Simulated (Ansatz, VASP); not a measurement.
## Two plane-wave programs on AlP

```
CELL_PARAMETERS angstrom
3.89428 0.00000 0.00000
0.00000 5.50734 0.00000
0.00000 0.00000 3.89428
ATOMIC_POSITIONS crystal
Al 0.00000 0.00000 0.00000
Al 0.50000 0.50000 0.50000
P 0.00000 0.25000 0.50000
P 0.50000 0.75000 0.00000
```

Alike in both runs: functional PBE; k mesh 8 × 6 × 8; occupations gaussian, width 0.02 eV; no spin polarisation.

Ansatz relaxed the structure, and its values are those at the end. VASP's run is a single point on that final structure, the one shown.

|  | VASP | Ansatz |
| --- | --- | --- |
| version | VASP 6.6.1 | Ansatz 0.2.0 |
| potentials or method | VASP PAW PBE potentials, release 64 (Al, P), cutoff 500 eV | scalar-relativistic, plane waves, PAW |
| valence electrons in the cell | 16 | 16 |

|  | VASP | Ansatz | Ansatz less VASP |
| --- | --- | --- | --- |
| gap on the k mesh at the Fermi level (eV) | 1.63 | 1.63 | +0.002 |
| least direct gap on the mesh (eV) | 1.63 | 1.63 | +0.002 |
| pressure (GPa) | -0.1 | 0.0 | +0.10 |

Ansatz's warnings: stress scf threshold loose.
